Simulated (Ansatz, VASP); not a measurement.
## One calculation of FeSi, two programs

```
Fe Si
1.0
     4.40337    0.00000    0.00000
     0.00000    4.40337    0.00000
     0.00000    0.00000    4.40337
Fe Si
4 4
Direct
  0.13686 0.13686 0.13686
  0.36314 0.86314 0.63686
  0.63686 0.36314 0.86314
  0.86314 0.63686 0.36314
  0.84099 0.84099 0.84099
  0.65901 0.15901 0.34099
  0.34099 0.65901 0.15901
  0.15901 0.34099 0.65901
```

Alike in both runs: functional PBEsol; k mesh 8 × 8 × 8; no spin polarisation.

Ansatz relaxed the structure, and its values are those at the end. VASP's run is a single point on that final structure, the one shown.

```csv
,VASP,Ansatz
version,VASP 6.6.1,Ansatz 0.2.0
potentials or method,"VASP PAW PBE potentials, release 64 (Fe, Si)","scalar-relativistic, plane waves, PAW"
plane-wave cutoff (eV),520,420
occupations,"gaussian, width 0.01 eV",fixed
valence electrons in the cell,48,80
```

VASP gave:

```
pressure (GPa)                     : 0.6
rms of the force components (eV/Å) : 0.019
```

What did Ansatz give for the same quantities?

Pressure (GPa): 0.0; rms of the force components (eV/Å): 0.000.

VASP's potentials were made for PBE, not for PBEsol. VASP's potentials hold 48 valence electrons a cell and Ansatz's 80, so a difference there can come from the potentials and not from the codes.
